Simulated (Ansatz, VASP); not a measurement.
**Two plane-wave programs on SnO2**

INCAR

```
SYSTEM = SnO2
  ALGO = Normal
  EDIFF = 1E-7
  ENCUT = 520
  ISIF = 2
  ISMEAR = 0
  LASPH = .TRUE.
  LCHARG = .FALSE.
  LREAL = .FALSE.
  LWAVE = .FALSE.
  NBANDS = 35
  NELM = 60
  PREC = Accurate
  SIGMA = 0.05
```

Contents of KPOINTS:

```
k-points
0
G
  6 6 8
  0 0 0
```

File POSCAR:

```
SnO2
1.0
    4.7207174017      0.0000000000      0.0000000000
    0.0000000000      4.7207174017      0.0000000000
    0.0000000000      0.0000000000      3.1887553105
Sn O
2 4
Direct
    0.0000000000      0.0000000000      0.0000000000
    0.5000000000      0.5000000000      0.5000000000
    0.2344479741      0.3777651251      0.0000000000
    0.2655520259      0.8777651251      0.5000000000
    0.7655520259      0.6222348749      0.0000000000
    0.7344479741      0.1222348749      0.5000000000
```

Input for Ansatz:

```yaml
crystal:
  lattice:
    - [4.7207174017, 0.0, 0.0]
    - [0.0, 4.7207174017, 0.0]
    - [0.0, 0.0, 3.1887553105]
  atoms:
    - { symbol: Sn, position: [0.0, 0.0, 0.0] }
    - { symbol: Sn, position: [0.5, 0.5, 0.5] }
    - { symbol: O, position: [0.2344479741, 0.3777651251, 0.0] }
    - { symbol: O, position: [0.2655520259, 0.8777651251, 0.5] }
    - { symbol: O, position: [0.7655520259, 0.6222348749, 0.0] }
    - { symbol: O, position: [0.7344479741, 0.1222348749, 0.5] }
basis:
  ecutwfc: 520.0
kpoints:
  mp_grid: { grid: [6, 6, 8] }
hamiltonian:
  xc: lda
  pseudopotentials: { kind: paw, azcp: { folder: soft_1 } }
scf:
  occupations: { method: gaussian, width: 0.05 }
output:
  forces: true
  stress: true
  eigenvalues: true
```

Change from the starting cell: mode 4 frozen in at -0.478 Å and mode 5 at -0.000 Å (largest displacements).

Alike in both runs: task single point; functional LDA; k mesh 6 × 6 × 8; occupations gaussian, width 0.05 eV; no spin polarisation.

```csv
,VASP,Ansatz
version,VASP 6.6.1,Ansatz 0.2.0
potentials or method,"VASP PAW LDA potentials, release 64 (Sn_d, O), cutoff 520 eV","scalar-relativistic, plane waves, PAW"
valence electrons in the cell,52,52
```

|  | VASP | Ansatz | Ansatz less VASP |
| --- | --- | --- | --- |
| gap on the k mesh at the Fermi level (eV) | 1.06 | 1.06 | -0.007 |
| least direct gap on the mesh (eV) | 1.09 | 1.08 | -0.010 |
| pressure (GPa) | -7.3 | -8.4 | -1.11 |
| traceless stress, the component that is largest in VASP (GPa) | 1.36 | 1.59 | +0.233 |
| rms of the force components (eV/Å) | 0.635 | 0.649 | +0.0142 |

Ansatz warns that its potentials were made for another functional, while VASP's fit it. LDA's correlation is that of Perdew and Zunger in VASP and of Perdew and Wang (1992) in Ansatz. Atom by atom the forces differ by 0.014 eV/Å (rms over components).
